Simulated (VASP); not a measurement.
Input of a VASP 6.6.1 run:

POSCAR

```
Al2O
1.0
    0.0000000000      2.4900000000      2.4900000000
    2.4900000000      0.0000000000      2.4900000000
    2.4900000000      2.4900000000      0.0000000000
O Al
1 2
Direct
    0.0000000000      0.0000000000      0.0000000000
    0.2500000000      0.2500000000      0.2500000000
    0.7500000000      0.7500000000      0.7500000000
```

Contents of INCAR.step1:

```
PREC     = Accurate       # precision mode
ENCUT    = 600            # plane-wave cutoff, eV
ISMEAR   = -1             # smearing method
SIGMA    = 0.02           # smearing width, eV
LREAL    = F              # projectors in reciprocal space
LASPH    = T              # aspherical terms in the spheres
NELM     = 60             # most SCF steps
GGA      = PE             # functional
ALGO     = Normal         # electronic algorithm
EDIFF    = 1E-4           # SCF threshold, eV
LWAVE    = T              # write WAVECAR
LCHARG   = F              # write CHGCAR
```

The input INCAR.step2:

```
PREC     = Accurate       # precision mode
ENCUT    = 600            # plane-wave cutoff, eV
EDIFF    = 1E-6           # SCF threshold, eV
ISMEAR   = -1             # smearing method
SIGMA    = 0.02           # smearing width, eV
LREAL    = F              # projectors in reciprocal space
LASPH    = T              # aspherical terms in the spheres
NELM     = 60             # most SCF steps
ALGO     = Normal         # electronic algorithm
ISIF     = 3              # what is computed and relaxed
LWAVE    = F              # write WAVECAR
LCHARG   = F              # write CHGCAR
METAGGA  = R2SCAN         # meta-GGA
LMIXTAU  = T            
IBRION   = 2              # ionic algorithm
NSW      = 60             # ionic steps
EDIFFG   = -0.005         # ionic threshold
ISTART   = 1
```

KPOINTS

```
regular mesh
0
Gamma
  11 11 11
```

Potentials or basis: VASP PAW PBE potentials, release 64 (O, Al).

Command:

```bash
$ cat potpaw_PBE.64/O/POTCAR potpaw_PBE.64/Al/POTCAR > POTCAR
$ cp INCAR.step1 INCAR
$ mpirun -np 1 vasp_std > vasp.out
$ cp INCAR.step2 INCAR
$ mpirun -np 1 vasp_std > vasp.out
```

Estimate the relaxed volume.

14.74 Å³/atom.

Estimate the band gap on the k mesh.

zero (bands 6 and 7 overlap by 1.97 eV).

What does it give for the relaxed cell?

a = 3.970 Å, b = 3.970 Å, c = 3.970 Å, α = 60.00°, β = 60.00°, γ = 60.00°.

Estimate the space group after relaxing (to 0.1 Å).

Fm-3m (No. 225).

The path:
```tsv
step	energy change (eV)	largest force (eV/Å)	pressure (GPa)	volume (Å³)
1	0.0000	0.0000	55.18	30.88
2	-1.5498	0.0000	-5.54	49.58
3	-1.6570	0.0000	0.82	43.75
4	-1.6582	0.0000	-0.24	44.40
5	-1.6581	0.0000	0.25	44.10
6	-1.6581	0.0000	0.24	44.10
7	-1.6582	0.0000	0.21	44.10
8	-1.6582	0.0000	0.24	44.10
9	-1.6582	0.0000	0.24	44.10
10	-1.6582	0.0000	0.24	44.10
11	-1.6582	0.0000	0.24	44.10
12	-1.6582	0.0000	0.24	44.10
13	-1.6582	0.0000	0.23	44.10
14	-1.6582	0.0000	0.23	44.10
15	-1.6582	0.0000	0.21	44.11
16	-1.6582	0.0000	0.22	44.11
17	-1.6582	0.0000	0.21	44.12
18	-1.6582	0.0000	0.18	44.13
19	-1.6582	0.0000	0.13	44.17
20	-1.6583	0.0000	0.02	44.23
```

Caveat: the volume moved by over 15 % at a fixed basis, so the end points are rough; the PAW data sets were made with another functional, which shifts forces and pressure a little.
